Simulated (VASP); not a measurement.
# F (C2/c) in VASP: further runs

F is run at these levels: PBE; tasks: single point.

Program: VASP 6.6.1. These are calculated values, not measurements. Logs are shortened: lines on timing, memory, paths and dates and some standing lists are left out, and cuts for length are marked.

**1. The cell of the first run**

Symmetry: C2/c, No. 15, monoclinic system. The conventional cell has a = 5.113 Å, b = 3.168 Å, c = 6.622 Å, α = 90.00°, β = 94.87°, γ = 90.00°. Within 1.9 Å of F (site symmetry 1) lie 1 F at 1.41 Å.

**2. Single point, PBE**

Contents of INCAR:

```
SYSTEM = F
PREC = Accurate
ENCUT = 520
EDIFF = 1E-7
ISMEAR = -1
SIGMA = 0.05
LREAL = .False.
LASPH = .True.
NELM = 80
ALGO = Normal
ISIF = 2
LWAVE = .False.
LCHARG = .False.
GGA = PE
NBANDS = 22
```

Contents of KPOINTS:

```
regular mesh
0
Gamma
  10 10 4
  0 0 0
```

Contents of POSCAR:

```
F
1.0
    2.5563224246     -1.5840272486      0.0000000000
    2.5563224246      1.5840272486      0.0000000000
   -0.5621106040      0.0000000000      6.5977088989
F
4
Direct
    0.9153359700      0.5958328800      0.0979555000
    0.4041671200      0.0846640300      0.4020445000
    0.0846640300      0.4041671200      0.9020445000
    0.5958328800      0.9153359700      0.5979555000
```

Potentials or basis: VASP PAW PBE potentials, release 64 (F).

Launch:

```sh
> cat potpaw_PBE.64/F/POTCAR > POTCAR
> mpirun -np 1 vasp_std > vasp.out
```

OUTCAR:

```text
SYSTEM = F
   PREC = Accurate
   ENCUT = 520
   EDIFF = 1E-7
   ISMEAR = -1
   LREAL = .False.
   LASPH = .True.
   NELM = 80
   ISIF = 2
   GGA = PE

 ion  position               nearest neighbor table
   1  0.915  0.596  0.098-   3 1.41
   2  0.404  0.085  0.402-   4 1.41
   3  0.085  0.404  0.902-   1 1.41
   4  0.596  0.915  0.598-   2 1.41

  LATTYP: Found a base centered monoclinic cell.
 ALAT       =     5.1126448492
 B/A-ratio  =     0.6196508051
 C/A-ratio  =     1.2951439236
 COS(beta)  =    -0.0848903102

  Lattice vectors:

 A1 = (   2.5563224246,  -1.5840272486,   0.0000000000)
 A2 = (   2.5563224246,   1.5840272486,   0.0000000000)
 A3 = (  -0.5621106040,   0.0000000000,   6.5977088989)

Analysis of symmetry for initial positions (statically):
=====================================================================
 Subroutine PRICEL returns:
 Original cell was already a primitive cell.

 Routine SETGRP: Setting up the symmetry group for a
 base centered monoclinic supercell.

 Subroutine GETGRP returns: Found  4 space group operations
 (whereof  2 operations were pure point group operations)
 out of a pool of  4 trial point group operations.

The static configuration has the point symmetry S_2 .
 The point group associated with its full space group is C_2h.

Analysis of symmetry for dynamics (positions and initial velocities):
=====================================================================
 Subroutine PRICEL returns:
 Original cell was already a primitive cell.

 Routine SETGRP: Setting up the symmetry group for a
 base centered monoclinic supercell.

 Subroutine GETGRP returns: Found  4 space group operations
 (whereof  2 operations were pure point group operations)
 out of a pool of  4 trial point group operations.

The dynamic configuration has the point symmetry S_2 .
 The point group associated with its full space group is C_2h.

 Subroutine INISYM returns: Found  4 space group operations
 (whereof  2 operations are pure point group operations),
 and found     1 'primitive' translations

----------------------------------------------------------------------------------------

                                     Primitive cell

  volume of cell :      53.4320

  direct lattice vectors                    reciprocal lattice vectors
     2.556322425 -1.584027249  0.000000000     0.195593480 -0.315651136  0.016664144
     2.556322425  1.584027249  0.000000000     0.195593480  0.315651136  0.016664144
    -0.562110604  0.000000000  6.597708899     0.000000000  0.000000000  0.151567766

  length of vectors
     3.007312199  3.007312199  6.621610910     0.371712446  0.371712446  0.151567766

  position of ions in fractional coordinates (direct lattice)
     0.915335970  0.595832880  0.097955500
     0.404167120  0.084664030  0.402044500
     0.084664030  0.404167120  0.902044500
     0.595832880  0.915335970  0.597955500

  ion indices of the primitive-cell ions
   primitive index   ion index
                 1           1
                 2           2
                 3           3
                 4           4

----------------------------------------------------------------------------------------

 KPOINTS: regular mesh

Automatic generation of k-mesh.
 Grid dimensions read from file:
 generate k-points for:   10   10    4

 Generating k-lattice:

  Cartesian coordinates                     Fractional coordinates (reciprocal lattice)
     0.019559348 -0.031565114  0.001666414     0.100000000  0.000000000  0.000000000
     0.019559348  0.031565114  0.001666414     0.000000000  0.100000000  0.000000000
     0.000000000  0.000000000  0.037891942     0.000000000  0.000000000  0.250000000

  Length of vectors
     0.037171245  0.037171245  0.037891942

  Shift w.r.t. Gamma in fractional coordinates (k-lattice)
     0.000000000  0.000000000  0.000000000

 Subroutine IBZKPT returns following result:
 ===========================================

 Found    117 irreducible k-points:

 Following reciprocal coordinates:
            Coordinates               Weight
  0.000000  0.000000  0.000000      1.000000
  0.100000  0.000000 -0.000000      4.000000
  0.200000  0.000000 -0.000000      4.000000
  0.300000  0.000000  0.000000      4.000000
  0.400000  0.000000 -0.000000      4.000000
  0.500000  0.000000 -0.000000      2.000000
[... 16 lines left out ...]
  0.300000  0.300000  0.000000      2.000000
  0.400000  0.300000 -0.000000      4.000000
 [... further k-points ...]
   k-points           NKPTS =    117   k-points in BZ     NKDIM =    117   number of bands    NBANDS=     22
   number of dos      NEDOS =    301   number of ions     NIONS =      4
   total plane-waves  NPLWV =  28800
   dimension x,y,z NGX =    24 NGY =   24 NGZ =   50
   dimension x,y,z NGXF=    48 NGYF=   48 NGZF=  100
   ions per type =               4
   NGX,Y,Z   is equivalent  to a cutoff of  13.27, 13.27, 12.55 a.u.
[... 34 lines left out ...]
  Thomas-Fermi vector in A             =   2.449725
   LORBIT       =      0    0 simple, 1 ext, 2 COOP (PROOUT), +10 PAW based schemes
   GGA     = PE    functional components
[... 5 lines left out ...]
 non-spin polarized calculation
  energy-cutoff  :      520.00
  volume of cell :       53.43
 maximum number of plane-waves:      1468
 NGX is ok and might be reduce to    24
   NGX = 11   NGY = 11   NGZ = 25

 number of electron      27.9999996 magnetization

 Free energy of the ion-electron system (eV)
  ---------------------------------------------------
  ext. energy  EPLUGINS =         0.00000000
  ---------------------------------------------------
  free energy    TOTEN  =        -7.20042417 eV

  energy without entropy =       -7.20042417  energy(sigma->0) =       -7.20042417

 E-fermi :  -3.1411     XC(G=0):  -8.4610

 val. band max:       -4.2596294692   @ k =   0.0000   0.0000   0.0000
 cond. band min:      -1.5846887761   @ k =   0.0000   0.0000   0.0000
 fundamental gap:      2.6749406931
 Fermi energy:        -3.1410651142

 k-point     1 :       0.0000    0.0000    0.0000
  band No.  band energies     occupation
      1     -29.3896      2.00000
      2     -29.1944      2.00000
      3     -23.2018      2.00000
      4     -22.6476      2.00000
      5     -11.1300      2.00000
      6     -10.0147      2.00000
[... 14 lines left out ...]
     21      16.9153      0.00000
     22      18.7102      0.00000

 k-point     2 :       0.1000    0.0000   -0.0000
  band No.  band energies     occupation
      1     -29.3694      2.00000
      2     -29.1831      2.00000
      3     -23.1832      2.00000
      4     -22.6563      2.00000
      5     -11.1113      2.00000
      6     -10.0423      2.00000
[... 14 lines left out ...]
     21      17.0011      0.00000
     22      17.2747      0.00000

 k-point     3 :       0.2000    0.0000   -0.0000
  band No.  band energies     occupation
      1     -29.3144      2.00000
      2     -29.1550      2.00000
      3     -23.1308      2.00000
      4     -22.6836      2.00000
      5     -11.0555      2.00000
      6     -10.1256      2.00000
[... 14 lines left out ...]
     21      15.7787      0.00000
     22      17.1821      0.00000

 k-point     4 :       0.3000    0.0000    0.0000
  band No.  band energies     occupation
      1     -29.2410      2.00000
      2     -29.1242      2.00000
      3     -23.0540      2.00000
      4     -22.7301      2.00000
      5     -10.9614      2.00000
      6     -10.2638      2.00000
[... 14 lines left out ...]
     21      15.1408      0.00000
     22      15.6300      0.00000

 k-point     5 :       0.4000    0.0000   -0.0000
  band No.  band energies     occupation
      1     -29.1706      2.00000
      2     -29.1088      2.00000
      3     -22.9653      2.00000
      4     -22.7950      2.00000
      5     -10.8249      2.00000
      6     -10.4474      2.00000
[... 417 lines left out ...]
 k-point    22 :      -0.2000    0.2000    0.0000
  band No.  band energies     occupation
      1     -29.1995      2.00000
      2     -29.1207      2.00000
      3     -23.0022      2.00000
      4     -22.7831      2.00000
      5     -10.8877      2.00000
      6     -10.3838      2.00000
[... 14 lines left out ...]
     21      15.2747      0.00000
     22      15.3578      0.00000

 k-point    23 :       0.3000    0.3000    0.0000
  band No.  band energies     occupation
      1     -29.2539      2.00000
      2     -29.0901      2.00000
      3     -23.0758      2.00000
      4     -22.6149      2.00000
      5     -10.9759      2.00000
      6     -10.0604      2.00000
[... 14 lines left out ...]
     21      15.0842      0.00000
     22      15.9575      0.00000

 k-point    24 :       0.4000    0.3000   -0.0000
  band No.  band energies     occupation
      1     -29.2154      2.00000
      2     -29.0668      2.00000
      3     -23.0393      2.00000
      4     -22.6226      2.00000
      5     -10.9251      2.00000
      6     -10.1015      2.00000
[... 14 lines left out ...]
     21      14.2356      0.00000
     22      15.6945      0.00000

 [... further k-points ...]
[... 5 lines left out ...]
  --------------------------------------------------------------------------------------
  -------------------------------------------------------------------------------------
  Total        0.6202865      0.9129493      1.7837124      0.0000000      0.0000000     -0.0300188
  in kB       18.5995101     27.3751059     53.4852444      0.0000000      0.0000000     -0.9001243
  external PRESSURE =      33.1532868 kB  Pullay stress =       0.0000000 kB

 VOLUME and BASIS-vectors are now :
 -----------------------------------------------------------------------------
  energy-cutoff  :      520.00
  volume of cell :       53.43
      direct lattice vectors                 reciprocal lattice vectors
     2.556322425 -1.584027249  0.000000000     0.195593480 -0.315651136  0.016664144
     2.556322425  1.584027249  0.000000000     0.195593480  0.315651136  0.016664144
    -0.562110604  0.000000000  6.597708899     0.000000000  0.000000000  0.151567766

 POSITION                                       TOTAL-FORCE (eV/Angst)
 -----------------------------------------------------------------------------------
      3.80797     -0.50610      0.64628        -0.020455      0.205855      0.481598
      1.02362     -0.50610      2.65257         0.020455      0.205855     -0.481598
      0.74256      0.50610      5.95143         0.020455     -0.205855     -0.481598
      3.52692      0.50610      3.94514        -0.020455     -0.205855      0.481598
 -----------------------------------------------------------------------------------
    total drift:                                0.000000      0.000000     -0.000000

  FREE ENERGIE OF THE ION-ELECTRON SYSTEM (eV)
  ---------------------------------------------------
  free  energy   TOTEN  =        -7.2004241658 eV

  energy  without entropy=       -7.2004241657  energy(sigma->0) =       -7.20042417
```

It took 64 s on 1 thread of Intel Xeon Platinum 8375C at 2.90GHz (Ice Lake), shared host; peak memory 0.22 GiB.

Results:

| Quantity | Value |
| --- | --- |
| Free energy | -7.2004 eV |
| Pressure | 3.3 GPa |
| Largest force | 0.524 eV/Å |
| Band gap on the k mesh | 2.67 eV, direct |

Forces in eV/Å, atoms in the order of the input:
```
F   -0.020  0.206  0.482
F    0.020  0.206 -0.482
F    0.020 -0.206 -0.482
F   -0.020 -0.206  0.482
```

A k mesh can miss the band edges. PBE gaps usually lie below the measured ones, often by a third to a half.

**3. Single point, PBE**

This run uses another cell than the first one, of 13.63 Å³/atom, 1.020 times its volume.

Contents of INCAR:

```
SYSTEM = F
PREC = Accurate ; ENCUT = 520
EDIFF = 1E-7 ; ISMEAR = -1
SIGMA = 0.05 ; LREAL = .FALSE.
LASPH = .TRUE. ; NELM = 60
ALGO = Normal ; ISIF = 2
LWAVE = .FALSE. ; LCHARG = .FALSE.
GGA = PE ; NBANDS = 22
```

Contents of KPOINTS:

```
Automatic mesh
0
G
  10 10 4
  0 0 0
```

Contents of POSCAR:

```
F
1.0
    2.5732522056     -1.5945178010      0.0000000000
    2.5732522056      1.5945178010      0.0000000000
   -0.5658332993      0.0000000000      6.6414036087
F
4
Direct
    0.9153359700      0.5958328800      0.0979555000
    0.4041671200      0.0846640300      0.4020445000
    0.0846640300      0.4041671200      0.9020445000
    0.5958328800      0.9153359700      0.5979555000
```

Potentials or basis: VASP PAW PBE potentials, release 64 (F).

Launch:

```sh
> cat potpaw_PBE.64/F/POTCAR > POTCAR
> mpirun -np 1 vasp_std > vasp.out
```

Wall time 62 s (1 thread of Intel Xeon Platinum 8375C at 2.90GHz (Ice Lake), shared host); peak memory 0.22 GiB.

Results (log left out):

- Free energy: -7.2226 eV
- Pressure: 2.1 GPa
- Largest force: 0.199 eV/Å
- Band gap on the k mesh: 2.59 eV, direct

Forces in eV/Å, atoms in the order of the input:
```
F   -0.008  0.072  0.186
F    0.008  0.072 -0.186
F    0.008 -0.072 -0.186
F   -0.008 -0.072  0.186
```

Stress tensor (GPa, compression positive):
```
1.62 0.00 0.01
0.00 1.98 0.00
0.01 0.00 2.64
```

Levels at points of the mesh, in eV from the valence-band top:
| k point | band 11 | band 12 | band 13 | band 14 | band 15 | band 16 | band 17 | band 18 |
| --- | --- | --- | --- | --- | --- | --- | --- | --- |
| (0.00, 0.00, 0.00) | -0.47 | -0.17 | -0.06 | 0.00 | 2.59 | 3.68 | 9.85 | 12.33 |
| (0.50, 0.00, 0.00) | -0.60 | -0.55 | -0.16 | -0.13 | 3.26 | 3.28 | 14.66 | 14.72 |
| (0.50, 0.50, 0.00) | -0.95 | -0.62 | -0.29 | -0.16 | 2.88 | 3.60 | 14.79 | 15.65 |
| (0.00, 0.00, 0.50) | -0.35 | -0.35 | -0.03 | -0.03 | 3.13 | 3.13 | 10.75 | 10.75 |
| (0.50, 0.00, 0.50) | -0.51 | -0.47 | -0.15 | -0.05 | 3.18 | 3.24 | 14.92 | 15.09 |
| (0.50, 0.50, 0.50) | -0.59 | -0.59 | -0.43 | -0.43 | 3.24 | 3.24 | 15.15 | 15.15 |

**4. Single point, PBE**

This run uses another cell than the first one, of 13.89 Å³/atom, 1.040 times its volume.

Contents of INCAR:

```
SYSTEM = F
  PREC = Accurate
  ENCUT = 520
  EDIFF = 1E-6
  ISMEAR = -1
  SIGMA = 0.05
  LREAL = .FALSE.
  LASPH = .TRUE.
  NELM = 100
  ALGO = Normal
  ISIF = 2
  LWAVE = .FALSE.
  LCHARG = .FALSE.
  GGA = PE
  NBANDS = 22
```

KPOINTS is that of step 3.

Contents of POSCAR:

```
F
1.0
    2.5899621037     -1.6048721028      0.0000000000
    2.5899621037      1.6048721028      0.0000000000
   -0.5695076444      0.0000000000      6.6845308146
F
4
Direct
    0.9153359700      0.5958328800      0.0979555000
    0.4041671200      0.0846640300      0.4020445000
    0.0846640300      0.4041671200      0.9020445000
    0.5958328800      0.9153359700      0.5979555000
```

Launch:

```sh
> cat potpaw_PBE.64/F/POTCAR > POTCAR
> mpirun -np 1 vasp_std > vasp.out
```

Run time: 63 s. Hardware: 1 thread of Intel Xeon Platinum 8375C at 2.90GHz (Ice Lake), shared host; peak memory 0.22 GiB.

The run converged. Its results:

| Item | Value |
| --- | --- |
| Free energy | -7.2368 eV |
| Pressure | 1.0 GPa |
| Largest force | 0.105 eV/Å |
| Band gap on the k mesh | 2.50 eV, direct |

Forces on the atoms (eV/Å):
```
F    0.003 -0.053 -0.091
F   -0.003 -0.053  0.091
F   -0.003  0.053  0.091
F    0.003  0.053 -0.091
```

Stress tensor (GPa, compression positive):
```
1.41 0.00 0.11
0.00 1.29 0.00
0.11 0.00 0.18
```

Levels at points of the mesh, in eV from the valence-band top:
```tsv
k point	band 10	band 11	band 12	band 13	band 14	band 15	band 16	band 17	band 18	band 19
(0.00, 0.00, 0.00)	-2.90	-0.46	-0.16	-0.05	0.00	2.50	3.57	9.81	12.30	13.41
(0.50, 0.00, 0.00)	-3.17	-0.58	-0.53	-0.16	-0.12	3.16	3.17	14.59	14.64	16.48
(0.50, 0.50, 0.00)	-3.19	-0.91	-0.60	-0.28	-0.16	2.79	3.48	14.71	15.57	15.72
(0.00, 0.00, 0.50)	-2.93	-0.34	-0.34	-0.03	-0.03	3.03	3.03	10.70	10.70	15.98
(0.50, 0.00, 0.50)	-3.14	-0.50	-0.45	-0.15	-0.04	3.08	3.14	14.86	15.02	15.22
(0.50, 0.50, 0.50)	-3.27	-0.57	-0.57	-0.41	-0.41	3.14	3.14	15.08	15.08	16.18
```

**5. Single point, PBE**

This run uses another cell than the first one, of 14.16 Å³/atom, 1.060 times its volume.

Contents of INCAR:

```
SYSTEM = F
PREC     = Accurate       ! precision mode
ENCUT    = 520            ! plane-wave cutoff, eV
EDIFF    = 1E-6           ! SCF threshold, eV
ISMEAR   = -1             ! smearing method
SIGMA    = 0.05           ! smearing width, eV
LREAL    = .False.        ! projectors in reciprocal space
LASPH    = .True.         ! aspherical terms in the spheres
NELM     = 100            ! most SCF steps
ALGO     = Normal         ! electronic algorithm
ISIF     = 2              ! what is computed and relaxed
LWAVE    = .False.        ! write WAVECAR
LCHARG   = .True.         ! write CHGCAR
GGA      = PE             ! functional
LELF     = .True.         ! ELF
LVHAR    = .True.       
NBANDS   = 22             ! bands
```

Contents of KPOINTS:

```
regular mesh
0
Gamma
  10 10 4
  0 0 0
```

Contents of POSCAR:

```
F
1.0
    2.6064591224     -1.6150944937      0.0000000000
    2.6064591224      1.6150944937      0.0000000000
   -0.5731351795      0.0000000000      6.7271085919
F
4
Direct
    0.9153359700      0.5958328800      0.0979555000
    0.4041671200      0.0846640300      0.4020445000
    0.0846640300      0.4041671200      0.9020445000
    0.5958328800      0.9153359700      0.5979555000
```

Launch:

```sh
> cat potpaw_PBE.64/F/POTCAR > POTCAR
> mpirun -np 1 vasp_std > vasp.out
```

Wall time 72 s (1 thread of Intel Xeon Platinum 8375C at 2.90GHz (Ice Lake), shared host); peak memory 0.23 GiB.

The run converged. Its results:

| Item | Value |
| --- | --- |
| Free energy | -7.2437 eV |
| Pressure | -0.1 GPa |
| Largest force | 0.389 eV/Å |
| Band gap on the k mesh | 2.42 eV, direct |

Forces on the atoms (eV/Å):
```
F    0.014 -0.170 -0.349
F   -0.014 -0.170  0.349
F   -0.014  0.170  0.349
F    0.014  0.170 -0.349
```

Stress tensor (GPa, compression positive):
```
 1.21  0.00  0.19
 0.00  0.66  0.00
 0.19  0.00 -2.05
```

Levels at points of the mesh, in eV from the valence-band top:
```tsv
k point	band 12	band 13	band 14	band 15	band 16	band 17
(0.00, 0.00, 0.00)	-0.16	-0.05	0.00	2.42	3.45	9.77
(0.50, 0.00, 0.00)	-0.51	-0.15	-0.12	3.06	3.07	14.52
(0.50, 0.50, 0.00)	-0.58	-0.27	-0.15	2.69	3.37	14.63
(0.00, 0.00, 0.50)	-0.33	-0.03	-0.03	2.93	2.93	10.66
(0.50, 0.00, 0.50)	-0.43	-0.14	-0.04	2.98	3.04	14.81
(0.50, 0.50, 0.50)	-0.54	-0.40	-0.40	3.04	3.04	15.00
```

A k mesh can miss the band edges. PBE gaps usually lie below the measured ones, often by a third to a half.

**6. The runs side by side**

```csv
cell,gap on the mesh (eV),pressure (GPa),largest force (eV/Å)
"a = 3.007, b = 3.007, c = 6.622 Å, angles 94.1, 94.1, 63.6°, 4 atoms",2.67,3.3,0.52
"a = 3.027, b = 3.027, c = 6.665 Å, angles 94.1, 94.1, 63.6°, 4 atoms",2.59,2.1,0.20
"a = 3.047, b = 3.047, c = 6.709 Å, angles 94.1, 94.1, 63.6°, 4 atoms",2.50,1.0,0.11
"a = 3.066, b = 3.066, c = 6.751 Å, angles 94.1, 94.1, 63.6°, 4 atoms",2.42,-0.1,0.39
```

Alike in all rows: task single point; level PBE; potentials or basis VASP PAW PBE potentials, release 64 (F); no spin polarisation; k mesh 10 × 10 × 4; cutoff (eV) 520; smearing fermi-dirac 0.05 eV.

Total energies depend on the potentials used, so only differences within one code and one set of settings carry meaning.
